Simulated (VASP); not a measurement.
Ir, 1 atom in the cell. It takes space group Fm-3m (No. 225, cubic). Conventional cell: a = 3.831 Å, b = 3.831 Å, c = 3.831 Å, α = 90.00°, β = 90.00°, γ = 90.00°. Ir (site symmetry m-3m) has 12 Ir at 2.71 Å within 3.6 Å. 

- Program: VASP 6.6.1
- Task: single point
- Functional: r2SCAN
- Potentials or basis: VASP PAW PBE potentials, release 64 (Ir_sv_GW)
- Cutoff: 620 eV
- k mesh: 10 × 10 × 10
- Occupations: gaussian, width 0.1 eV
- Spin: no spin polarisation
- Dipole correction: no
- Further INCAR settings: ALGO = Normal; EDIFF = 1e-06; NBANDS = 14

Potentials or basis: VASP PAW PBE potentials, release 64 (Ir_sv_GW).

Launch:

```sh
$ cat potpaw_PBE.64/Ir_sv_GW/POTCAR > POTCAR
$ cp INCAR.step1 INCAR
$ mpirun -np 1 vasp_std > vasp.out
$ cp INCAR.step2 INCAR
$ mpirun -np 1 vasp_std > vasp.out
```

Hardware: 1 thread of Intel(R) Xeon(R) 6975P-C (Granite Rapids), with other jobs on the host.

**Question.** Estimate the wall time of this run.

**Answer.** It took 21 s on 1 thread of Intel(R) Xeon(R) 6975P-C (Granite Rapids), on a shared host, peak memory 0.15 GiB. Counts: k points 47.
